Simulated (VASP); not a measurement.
Input of a VASP 6.6.1 run:

INCAR

```
SYSTEM = TaN
ALGO = Normal
EDIFF = 1E-6
ENCUT = 520
GGA = PE
ISIF = 2
ISMEAR = 0
LASPH = .TRUE.
LCHARG = .FALSE.
LREAL = .FALSE.
LWAVE = .FALSE.
NBANDS = 15
NELM = 60
PREC = Accurate
SIGMA = 0.15
```

Contents of KPOINTS:

```
k-points
0
G
  24 24 22
  0 0 0
```

The input POSCAR:

```
TaN
1.0
    3.0333318667      0.0000000000      0.0000000000
   -1.5166659333      2.6269424547      0.0000000000
    0.0000000000      0.0000000000      2.7410862654
Ta N
1 1
Direct
    0.3333333333      0.6666666667      0.5000000000
    0.0000000000      0.0000000000      0.0000000000
```

Potentials or basis: VASP PAW PBE potentials, release 64 (Ta_pv, N).

Run with:

```bash
$ cat potpaw_PBE.64/Ta_pv/POTCAR potpaw_PBE.64/N/POTCAR > POTCAR
$ mpirun -np 1 vasp_std > vasp.out
```

(1) Estimate the pressure.

(2) Estimate the band gap on the k mesh.

## Answers

(1) 4.5 GPa.

(2) zero (bands 8 and 9 overlap by 0.48 eV).

Caveat: the cell stands under pressure; spin-orbit coupling is left out, which moves the levels of the heavy elements.
